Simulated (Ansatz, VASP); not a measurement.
# MgB2 in VASP and in Ansatz

File INCAR:

```
SYSTEM = MgB2
PREC = Accurate
ENCUT = 600
EDIFF = 1E-7
ISMEAR = 0
SIGMA = 0.1
LREAL = .False.
LASPH = .True.
NELM = 80
ALGO = Normal
ISIF = 3
LWAVE = .False.
LCHARG = .False.
GGA = PE
IBRION = 2
NSW = 100
EDIFFG = -0.01
```

KPOINTS

```
regular mesh
0
Gamma
  18 18 14
  0 0 0
```

The input POSCAR:

```
MgB2
1.0
    3.0627620649      0.0000000000      0.0000000000
   -1.5313810324      2.6524297539      0.0000000000
    0.0000000000      0.0000000000      3.5208704800
Mg B
1 2
Direct
    0.0000000000      0.0000000000      0.0000000000
    0.6666666700      0.3333333300      0.5000000000
    0.3333333300      0.6666666700      0.5000000000
```

Input for Ansatz:

```yaml
crystal:
  lattice:
    - [3.0627620649, 0.0, 0.0]
    - [-1.5313810324, 2.6524297539, 0.0]
    - [0.0, 0.0, 3.52087048]
  atoms:
    - { symbol: Mg, position: [0.0, 0.0, 0.0] }
    - { symbol: B, position: [0.66666667, 0.33333333, 0.5] }
    - { symbol: B, position: [0.33333333, 0.66666667, 0.5] }
basis:
  ecutwfc: 420
kpoints:
  mp_grid: { grid: [18, 18, 14] }
hamiltonian:
  xc: pbe
scf:
  occupations: { method: gaussian, width: 0.1 }
output:
  forces: true
  stress: true
  eigenvalues: true
relax:
  adjacent_minimum: "off"
  f_tol: 0.01
  max_steps: 80
  cell: { stress_tol: 0.05 }
```

Alike in both runs: task relaxation of cell and atoms; functional PBE; k mesh 18 × 18 × 14; occupations gaussian, width 0.1 eV; no spin polarisation.

|  | VASP | Ansatz |
| --- | --- | --- |
| version | VASP 6.6.1 | Ansatz 0.2.0 |
| potentials or method | VASP PAW PBE potentials, release 64 (Mg, B), cutoff 600 eV | scalar-relativistic, plane waves, PAW |
| valence electrons in the cell | 8 | 16 |

|  | VASP | Ansatz | Ansatz less VASP |
| --- | --- | --- | --- |
| gap on the k mesh at the Fermi level, each at its own relaxed structure (eV) | none | none | - |
| relaxed volume (Å³/atom) | 9.61 | 9.62 | +0.014 |
| relaxed cell length with the largest relative difference (Å) | 3.522 | 3.524 | +0.0024 |

A gap of «none» marks a metal or a gap that the smearing closes. VASP's potentials hold 8 valence electrons a cell and Ansatz's 16, so a difference there can come from the potentials and not from the codes.
